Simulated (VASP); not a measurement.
Here is a VASP 6.6.1 calculation.

INCAR

```
ALGO = Normal
EDIFF = 1E-6
ENCUT = 520
GGA = PE
ISIF = 2
ISMEAR = 0
LASPH = T
LCHARG = F
LREAL = F
LWAVE = F
NBANDS = 39
NELM = 80
PREC = Accurate
SIGMA = 0.02
```

The input KPOINTS:

```
k-points
0
Gamma
  4 4 8
```

POSCAR

```
NiPtC4N4
1.0
    7.0208252840      0.0000000000      0.0000000000
    0.0000000000      7.0208252840      0.0000000000
    0.0000000000      0.0000000000      4.0051458265
Ni Pt C N
1 1 4 4
Direct
    0.5000000000      0.5000000000      0.0000000000
    0.0000000000      0.0000000000      0.0000000000
    0.1992495691      0.8007504309      0.0000000000
    0.8007504309      0.1992495691      0.0000000000
    0.1992495691      0.1992495691      0.0000000000
    0.8007504309      0.8007504309      0.0000000000
    0.3164819241      0.6835180759      0.0000000000
    0.6835180759      0.3164819241      0.0000000000
    0.3164819241      0.3164819241      0.0000000000
    0.6835180759      0.6835180759      0.0000000000
```

Potentials or basis: VASP PAW PBE potentials, release 64 (Ni, Pt, C, N).

Run with:

```bash
$ cat potpaw_PBE.64/Ni/POTCAR potpaw_PBE.64/Pt/POTCAR potpaw_PBE.64/C/POTCAR potpaw_PBE.64/N/POTCAR > POTCAR
$ mpirun -np 1 vasp_std > vasp.out
```

Question: Predict the pressure.

Answer: 0.3 GPa.

Question: Estimate the largest force.

Answer: 0.402 eV/Å.

Forces in eV/Å, atoms in the order of the input:
```
Ni   0.000  0.000  0.000
Pt   0.000  0.000  0.000
C   -0.284  0.284  0.000
C    0.284 -0.284  0.000
C   -0.284 -0.284  0.000
C    0.284  0.284  0.000
N    0.263 -0.263  0.000
N   -0.263  0.263  0.000
N    0.263  0.263  0.000
N   -0.263 -0.263  0.000
```

Caveat: spin-orbit coupling is left out, which moves the levels of the heavy elements. Spin polarisation is off, so any magnetic state and its effect on volume and gap are missing.
